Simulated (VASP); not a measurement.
A run of VASP 6.6.1 is set up as follows.

The input INCAR:

```
ALGO = Normal
EDIFF = 1E-6
ENCUT = 520
GGA = PS
ISIF = 2
ISMEAR = -1
LASPH = T
LCHARG = F
LREAL = F
LWAVE = F
NBANDS = 20
NELM = 80
PREC = Accurate
SIGMA = 0.03
```

Contents of KPOINTS:

```
k-points
0
Gamma
  15 15 15
```

File POSCAR:

```
WS2
1.0
    1.5947903881      0.9207526599      6.1633300000
   -1.5947903881      0.9207526599      6.1633300000
    0.0000000000     -1.8415053197      6.1633300000
W S
1 2
Direct
    0.0000000000      0.0000000000      0.0000000000
    0.7503000000      0.7503000000      0.7503000000
    0.5810000000      0.5810000000      0.5810000000
```

Potentials or basis: VASP PAW PBE potentials, release 64 (W_sv, S).

Run with:

```console
$ cat potpaw_PBE.64/W_sv/POTCAR potpaw_PBE.64/S/POTCAR > POTCAR
$ mpirun -np 1 vasp_std > vasp.out
```

Q: What does it give for the band gap on the k mesh?

A: 1.02 eV (least direct gap 1.78 eV).

Q: Estimate the largest force.

A: 0.574 eV/Å.

Q: Estimate the pressure.

A: -3.6 GPa.

Forces in eV/Å, atoms in the order of the input:
```
W    0.000  0.000 -0.574
S    0.000  0.000  0.019
S    0.000  0.000  0.555
```

Caveat: the cell differs from its parent crystal (equal xx and yy strain of +1 %); the cell stands under tension; the PAW data sets were made with another functional, which shifts forces and pressure a little; spin-orbit coupling is left out, which moves the levels of the heavy elements; an odd mesh through Γ misses points on the zone boundary, where band edges can lie.
